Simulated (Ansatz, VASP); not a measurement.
## Two plane-wave programs on Ge

The input INCAR:

```
PREC = Accurate
ENCUT = 520
EDIFF = 1E-6
ISMEAR = -1
SIGMA = 0.1
LREAL = False
LASPH = True
NELM = 100
ALGO = Normal
ISIF = 2
LWAVE = False
LCHARG = False
GGA = PS
NBANDS = 13
```

Contents of KPOINTS:

```
regular mesh
0
Gamma
  15 15 15
```

Contents of POSCAR:

```
Ge
1.0
    2.4541022694      0.0000000000      0.0000000000
    0.0000000000      2.4541022694      0.0000000000
    0.0000000000      0.0000000000      2.4541022694
Ge
1
Direct
    0.0000000000      0.0000000000      0.0000000000
```

Input for Ansatz:

```yaml
crystal:
  lattice:
    - [2.4541022694, 0.0, 0.0]
    - [0.0, 2.4541022694, 0.0]
    - [0.0, 0.0, 2.4541022694]
  atoms:
    - { symbol: Ge, position: [0.0, 0.0, 0.0] }
kpoints:
  mp_grid: { grid: [15, 15, 15] }
scf:
  occupations: { method: fermi_dirac, width: 0.1 }
hamiltonian:
  xc: pbesol
  pseudopotentials: { kind: paw }
output:
  forces: true
  stress: true
  eigenvalues: true
  populations: true
```

Change from the starting cell: volume scaled by 0.78, PAW files.

Alike in both runs: task single point; functional PBEsol; k mesh 15 × 15 × 15; occupations fermi-dirac, width 0.1 eV; no spin polarisation.

|  | VASP | Ansatz |
| --- | --- | --- |
| version | VASP 6.6.1 | Ansatz 0.2.0 |
| potentials or method | VASP PAW PBE potentials, release 64 (Ge_d) | PAW with Ansatz's default frozen-core files, scalar-relativistic |
| plane-wave cutoff (eV) | 520 | 420 |
| valence electrons in the cell | 14 | 14 |

|  | VASP | Ansatz | Ansatz less VASP |
| --- | --- | --- | --- |
| pressure (GPa) | 34.6 | 34.6 | -0.02 |

VASP's potentials were made for PBE, not for PBEsol. Both programs put the cell under a high pressure, so it lies far from rest at this level. With one functional, cell and mesh, what is left measures potentials, basis and numerics.
